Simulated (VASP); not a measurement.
# CdSe (F-43m) in VASP: a series of runs

The runs below take CdSe through single point, with r2SCAN.

All numbers are computed with VASP 6.6.1; they aren't measurements. Logs are shortened: lines on timing, memory, paths and dates and some standing lists are left out, and cuts for length are marked.

**1. The cell of the first run**

Symmetry: F-43m, No. 216, cubic system. Conventional cell: a = 6.058 Å, b = 6.058 Å, c = 6.058 Å, α = 90.00°, β = 90.00°, γ = 90.00°. Within 3.5 Å of Cd (site symmetry -43m) lie 4 Se at 2.62 Å. Se (site symmetry -43m) has 4 Cd at 2.62 Å within 3.5 Å.

**2. Single point, r2SCAN**

Input file POSCAR:

```
CdSe
1.0
    0.0000000000      3.0287757647      3.0287757647
    3.0287757647      0.0000000000      3.0287757647
    3.0287757647      3.0287757647      0.0000000000
Cd Se
1 1
Direct
    0.0000000000      0.0000000000      0.0000000000
    0.7500000000      0.7500000000      0.7500000000
```

Input file INCAR.step1:

```
SYSTEM = CdSe
  PREC = Accurate
  ENCUT = 520
  ISMEAR = 0
  SIGMA = 0.01
  LREAL = .False.
  LASPH = .True.
  NELM = 80
  NBANDS = 16
  GGA = PE
  ALGO = Normal
  EDIFF = 1E-4
  LWAVE = .True.
  LCHARG = .False.
```

Input file INCAR.step2:

```
SYSTEM = CdSe
  PREC = Accurate
  ENCUT = 520
  EDIFF = 1E-7
  ISMEAR = 0
  SIGMA = 0.01
  LREAL = .False.
  LASPH = .True.
  NELM = 80
  ALGO = Normal
  ISIF = 2
  LWAVE = .False.
  LCHARG = .False.
  METAGGA = R2SCAN
  LMIXTAU = .True.
  NBANDS = 16
  ISTART = 1
```

Input file KPOINTS:

```
regular mesh
0
Gamma
  5 5 5
  0 0 0
```

Potentials or basis: VASP PAW PBE potentials, release 64 (Cd, Se).

On the command line:

```bash
> cat potpaw_PBE.64/Cd/POTCAR potpaw_PBE.64/Se/POTCAR > POTCAR
> cp INCAR.step1 INCAR
> mpirun -np 1 vasp_std > vasp.out
> cp INCAR.step2 INCAR
> mpirun -np 1 vasp_std > vasp.out
```

OUTCAR:

```text
SYSTEM = CdSe
   PREC = Accurate
   ENCUT = 520
   EDIFF = 1E-7
   ISMEAR = 0
   LREAL = .False.
   LASPH = .True.
   NELM = 80
   ISIF = 2
   METAGGA = R2SCAN
   ISTART = 1

 ion  position               nearest neighbor table
   1  0.000  0.000  0.000-   2 2.62   2 2.62   2 2.62   2 2.62
   2  0.750  0.750  0.750-   1 2.62   1 2.62   1 2.62   1 2.62

  LATTYP: Found a face centered cubic cell.
 ALAT       =     6.0575515294

  Lattice vectors:

 A1 = (   0.0000000000,   3.0287757647,   3.0287757647)
 A2 = (   3.0287757647,   0.0000000000,   3.0287757647)
 A3 = (   3.0287757647,   3.0287757647,   0.0000000000)

Analysis of symmetry for initial positions (statically):
=====================================================================
 Subroutine PRICEL returns:
 Original cell was already a primitive cell.

 Routine SETGRP: Setting up the symmetry group for a
 face centered cubic supercell.

 Subroutine GETGRP returns: Found 24 space group operations
 (whereof 24 operations were pure point group operations)
 out of a pool of 48 trial point group operations.

The static configuration has the point symmetry T_d .

Analysis of symmetry for dynamics (positions and initial velocities):
=====================================================================
 Subroutine PRICEL returns:
 Original cell was already a primitive cell.

 Routine SETGRP: Setting up the symmetry group for a
 face centered cubic supercell.

 Subroutine GETGRP returns: Found 24 space group operations
 (whereof 24 operations were pure point group operations)
 out of a pool of 48 trial point group operations.

The dynamic configuration has the point symmetry T_d .

 Subroutine INISYM returns: Found 24 space group operations
 (whereof 24 operations are pure point group operations),
 and found     1 'primitive' translations

----------------------------------------------------------------------------------------

                                     Primitive cell

  volume of cell :      55.5688

  direct lattice vectors                    reciprocal lattice vectors
     0.000000000  3.028775765  3.028775765    -0.165083202  0.165083202  0.165083202
     3.028775765  0.000000000  3.028775765     0.165083202 -0.165083202  0.165083202
     3.028775765  3.028775765  0.000000000     0.165083202  0.165083202 -0.165083202

  length of vectors
     4.283335764  4.283335764  4.283335764     0.285932493  0.285932493  0.285932493

  position of ions in fractional coordinates (direct lattice)
     0.000000000  0.000000000  0.000000000
     0.750000000  0.750000000  0.750000000

  ion indices of the primitive-cell ions
   primitive index   ion index
                 1           1
                 2           2

----------------------------------------------------------------------------------------

 KPOINTS: regular mesh

Automatic generation of k-mesh.
 Grid dimensions read from file:
 generate k-points for:    5    5    5

 Generating k-lattice:

  Cartesian coordinates                     Fractional coordinates (reciprocal lattice)
    -0.033016640  0.033016640  0.033016640     0.200000000  0.000000000  0.000000000
     0.033016640 -0.033016640  0.033016640     0.000000000  0.200000000  0.000000000
     0.033016640  0.033016640 -0.033016640     0.000000000  0.000000000  0.200000000

  Length of vectors
     0.057186499  0.057186499  0.057186499

  Shift w.r.t. Gamma in fractional coordinates (k-lattice)
     0.000000000  0.000000000  0.000000000

 Subroutine IBZKPT returns following result:
 ===========================================

 Found     10 irreducible k-points:

 Following reciprocal coordinates:
            Coordinates               Weight
  0.000000  0.000000  0.000000      1.000000
  0.200000  0.000000  0.000000      8.000000
  0.400000  0.000000  0.000000      8.000000
  0.200000  0.200000  0.000000      6.000000
  0.400000  0.200000  0.000000     24.000000
 -0.400000  0.200000  0.000000     24.000000
 -0.200000  0.200000  0.000000     12.000000
  0.400000  0.400000  0.000000      6.000000
 -0.400000  0.400000  0.000000     12.000000
 -0.400000  0.400000  0.200000     24.000000
   k-points           NKPTS =     10   k-points in BZ     NKDIM =     10   number of bands    NBANDS=     16
   number of dos      NEDOS =    301   number of ions     NIONS =      2
   total plane-waves  NPLWV =  32768
   dimension x,y,z NGX =    32 NGY =   32 NGZ =   32
   dimension x,y,z NGXF=    64 NGYF=   64 NGZF=   64
   ions per type =               1   1
   NGX,Y,Z   is equivalent  to a cutoff of  12.42, 12.42, 12.42 a.u.
   NGXF,Y,Z  is equivalent  to a cutoff of  24.84, 24.84, 24.84 a.u.
 SYSTEM =  CdSe
   PREC   = accura    normal or accurate (medium, high low for compatibility)
   ISTART =      1    job   : 0-new  1-cont  2-samecut
   ICHARG =      0    charge: 1-file 2-atom 10-const
   ISPIN  =      1    spin polarized calculation?
   LNONCOLLINEAR =      F non collinear calculations
   LSORBIT =      F    spin-orbit coupling
   LASPH  =      T    aspherical Exc in radial PAW
   ENCUT  =  520.0 eV  38.22 Ry    6.18 a.u.   7.96  7.96  7.96*2*pi/ulx,y,z
   NELM   =     80;   NELMIN=  2; NELMDL=  0     # of ELM steps
   EDIFF  = 0.1E-06   stopping-criterion for ELM
   LREAL  =      F    real-space projection
   EDIFFG = 0.1E-05   stopping-criterion for IOM
   NSW    =      0    number of steps for IOM
   IBRION =     -1    ionic relax: 0-MD 1-quasi-New 2-CG
   NFREE  =      0    steps in history (QN), initial steepest desc. (CG)
   ISIF   =      2    stress and relaxation
   ISYM   =      2    0-nonsym 1-usesym 2-fastsym
   POTIM  = 0.5000    time-step for ionic-motion
   TEBEG  =    0.0;   TEEND  =   0.0 temperature during run
   PSTRESS=    0.0 pullay stress
   NELECT =      18.0000    total number of electrons
   NUPDOWN=      -1.0000    fix difference up-down
   EMIN   =  10.00;   EMAX   =-10.00  energy-range for DOS
   EFERMI =   0.00;   METHOD = LEGACY
   ISMEAR =     0;   SIGMA  =   0.01  broadening in eV -4-tet -1-fermi 0-gaus
   EFERMI_NEDOS =   21; number of points for ismear=-14 and -15
   IALGO  =     38    algorithm
   IMIX   =      4    mixing-type and parameters
     AMIX     =   0.40;   BMIX     =  1.00
     AMIX_MAG =   1.60;   BMIX_MAG =  1.00
  volume/ion in A,a.u.               =      27.78       187.50
  Fermi-wavevector in a.u.,A,eV,Ry     =   1.124316  2.124650 17.198953  1.264087
  Thomas-Fermi vector in A             =   2.260988
   LORBIT       =      0    0 simple, 1 ext, 2 COOP (PROOUT), +10 PAW based schemes
   METAGGA = R2SCAN    functional components
   LHFCALC =     F    Hartree Fock is set to
   AEXX    =    0.0000 exact exchange contribution
   IVDW    =     0    specifies the selected vdW correction
   LEPSILON=     F    determine dielectric tensor
   LRPA    =     F    only Hartree local field effects (RPA)
 non-spin polarized calculation
 Gauss-broadening in eV      SIGMA  =   0.01
  energy-cutoff  :      520.00
  volume of cell :       55.57
 maximum number of plane-waves:      1504
   NGX = 15   NGY = 15   NGZ = 15

 number of electron      17.9999997 magnetization

 Free energy of the ion-electron system (eV)
  ---------------------------------------------------
  ext. energy  EPLUGINS =         0.00000000
  ---------------------------------------------------
  free energy    TOTEN  =       -35.88796495 eV

  energy without entropy =      -35.88796495  energy(sigma->0) =      -35.88796495

 E-fermi :   0.8589     XC(G=0):  -9.4846

 val. band max:        0.7499748633   @ k =   0.0000   0.0000   0.0000
 cond. band min:       1.8601095637   @ k =   0.0000   0.0000   0.0000
 fundamental gap:      1.1101347004
 Fermi energy:         0.8589103609

 k-point     1 :       0.0000    0.0000    0.0000
  band No.  band energies     occupation
      1     -12.3416      2.00000
      2      -7.4658      2.00000
      3      -7.4658      2.00000
      4      -7.4658      2.00000
      5      -7.0493      2.00000
      6      -7.0493      2.00000
      7       0.7500      2.00000
      8       0.7500      2.00000
      9       0.7500      2.00000
     10       1.8601      0.00000
     11       7.2193      0.00000
     12       7.2193      0.00000
     13       7.2193      0.00000
     14      11.1296      0.00000
     15      12.4265      0.00000
     16      12.4265      0.00000

 k-point     2 :       0.2000    0.0000    0.0000
  band No.  band energies     occupation
      1     -12.2078      2.00000
      2      -7.4230      2.00000
      3      -7.4230      2.00000
      4      -7.3233      2.00000
      5      -7.0493      2.00000
      6      -7.0493      2.00000
      7      -1.3194      2.00000
      8       0.4554      2.00000
      9       0.4554      2.00000
     10       3.3214      0.00000
     11       6.9847      0.00000
     12       7.6451      0.00000
     13       7.6451      0.00000
     14      11.3185      0.00000
     15      11.3185      0.00000
     16      11.6396      0.00000

 k-point     3 :       0.4000    0.0000    0.0000
  band No.  band energies     occupation
      1     -11.9877      2.00000
      2      -7.3684      2.00000
      3      -7.3684      2.00000
      4      -7.0306      2.00000
      5      -7.0306      2.00000
      6      -6.8712      2.00000
      7      -3.3899      2.00000
      8       0.0387      2.00000
      9       0.0387      2.00000
     10       3.6449      0.00000
     11       7.7190      0.00000
     12       7.7190      0.00000
     13       8.2904      0.00000
     14      11.1350      0.00000
     15      12.6367      0.00000
     16      12.6367      0.00000

 k-point     4 :       0.2000    0.2000    0.0000
  band No.  band energies     occupation
      1     -12.1638      2.00000
      2      -7.3764      2.00000
      3      -7.3764      2.00000
      4      -7.3466      2.00000
      5      -7.0686      2.00000
      6      -7.0276      2.00000
      7      -1.2505      2.00000
      8      -0.0225      2.00000
      9      -0.0225      2.00000
     10       4.0497      0.00000
     11       5.7821      0.00000
     12       8.4443      0.00000
     13       8.4443      0.00000
     14       9.3769      0.00000
     15      12.7774      0.00000
     16      13.8232      0.00000

 k-point     5 :       0.4000    0.2000    0.0000
  band No.  band energies     occupation
      1     -11.9736      2.00000
      2      -7.3377      2.00000
      3      -7.3070      2.00000
      4      -7.1398      2.00000
      5      -7.0129      2.00000
      6      -6.9108      2.00000
      7      -2.8004      2.00000
      8      -0.7135      2.00000
      9      -0.4589      2.00000
     10       4.7365      0.00000
     11       6.1336      0.00000
     12       7.9854      0.00000
     13       8.9307      0.00000
     14      10.9768      0.00000
     15      13.4980      0.00000
     16      13.6160      0.00000

 k-point     6 :      -0.4000    0.2000    0.0000
  band No.  band energies     occupation
      1     -11.9009      2.00000
      2      -7.3281      2.00000
      3      -7.3059      2.00000
      4      -7.0620      2.00000
      5      -7.0347      2.00000
      6      -6.6662      2.00000
      7      -3.4778      2.00000
      8      -1.2624      2.00000
      9      -0.3151      2.00000
     10       4.8633      0.00000
     11       6.7511      0.00000
     12       8.5223      0.00000
     13       8.6798      0.00000
     14      11.5246      0.00000
     15      12.3607      0.00000
     16      13.5097      0.00000

 k-point     7 :      -0.2000    0.2000    0.0000
  band No.  band energies     occupation
      1     -12.0457      2.00000
      2      -7.3719      2.00000
      3      -7.3541      2.00000
      4      -7.1223      2.00000
      5      -7.0642      2.00000
      6      -6.9881      2.00000
      7      -2.3694      2.00000
      8      -0.8375      2.00000
      9       0.2427      2.00000
     10       4.5818      0.00000
     11       6.9672      0.00000
     12       7.4463      0.00000
     13       8.0513      0.00000
     14      10.5385      0.00000
     15      12.7404      0.00000
     16      13.8577      0.00000

 k-point     8 :       0.4000    0.4000    0.0000
  band No.  band energies     occupation
      1     -11.8754      2.00000
      2      -7.2401      2.00000
      3      -7.2113      2.00000
      4      -7.2113      2.00000
      5      -6.9924      2.00000
      6      -6.7913      2.00000
      7      -3.0739      2.00000
      8      -1.0259      2.00000
      9      -1.0259      2.00000
     10       4.3450      0.00000
     11       4.9870      0.00000
     12       9.8776      0.00000
     13      10.9721      0.00000
     14      10.9721      0.00000
     15      13.5863      0.00000
     16      15.6503      0.00000

 k-point     9 :      -0.4000    0.4000    0.0000
  band No.  band energies     occupation
      1     -11.8316      2.00000
      2      -7.2731      2.00000
      3      -7.2095      2.00000
      4      -7.1425      2.00000
      5      -7.0080      2.00000
      6      -6.5856      2.00000
      7      -3.3459      2.00000
      8      -1.7464      2.00000
      9      -0.9495      2.00000
     10       4.6938      0.00000
     11       5.9205      0.00000
     12       9.7552      0.00000
     13      10.4007      0.00000
     14      10.5334      0.00000
     15      13.3618      0.00000
     16      15.2472      0.00000

 k-point    10 :      -0.4000    0.4000    0.2000
  band No.  band energies     occupation
      1     -11.8587      2.00000
      2      -7.2760      2.00000
      3      -7.2682      2.00000
      4      -7.1052      2.00000
      5      -7.0283      2.00000
      6      -6.6235      2.00000
      7      -3.2235      2.00000
      8      -1.6407      2.00000
      9      -0.9942      2.00000
     10       5.9325      0.00000
     11       6.0689      0.00000
     12       7.5772      0.00000
     13       9.9999      0.00000
     14      11.0752      0.00000
     15      13.1764      0.00000
     16      15.2206      0.00000

------------------------ aborting loop because EDIFF is reached ----------------------------------------

  FORCE on cell =-STRESS in cart. coord.  units (eV):
  Direction    XX          YY          ZZ          XY          YZ          ZX
  --------------------------------------------------------------------------------------
  -------------------------------------------------------------------------------------
  Total        0.8464494      0.8464494      0.8464494      0.0000000     -0.0000000     -0.0000000
  in kB       24.4050805     24.4050805     24.4050805      0.0000000     -0.0000000     -0.0000000
  external PRESSURE =      24.4050805 kB  Pullay stress =       0.0000000 kB

 VOLUME and BASIS-vectors are now :
 -----------------------------------------------------------------------------
  energy-cutoff  :      520.00
  volume of cell :       55.57
      direct lattice vectors                 reciprocal lattice vectors
     0.000000000  3.028775765  3.028775765    -0.165083202  0.165083202  0.165083202
     3.028775765  0.000000000  3.028775765     0.165083202 -0.165083202  0.165083202
     3.028775765  3.028775765  0.000000000     0.165083202  0.165083202 -0.165083202

 POSITION                                       TOTAL-FORCE (eV/Angst)
 -----------------------------------------------------------------------------------
      0.00000      0.00000      0.00000        -0.000000     -0.000000     -0.000000
      4.54316      4.54316      4.54316         0.000000      0.000000      0.000000
 -----------------------------------------------------------------------------------
    total drift:                                0.000001      0.000001      0.000001

  FREE ENERGIE OF THE ION-ELECTRON SYSTEM (eV)
  ---------------------------------------------------
  free  energy   TOTEN  =       -35.8879649483 eV

  energy  without entropy=      -35.8879649483  energy(sigma->0) =      -35.88796495
```

It took 29 s on 1 thread of Intel Xeon 6975P-C (Granite Rapids), shared host; peak memory 0.18 GiB.

What came out:

- Free energy: -35.8880 eV
- Pressure: 2.4 GPa
- Band gap on the k mesh: 1.11 eV, direct

Caveat: the PAW data sets were made with another functional, which shifts forces and pressure a little.

[end of part 1 of 2]
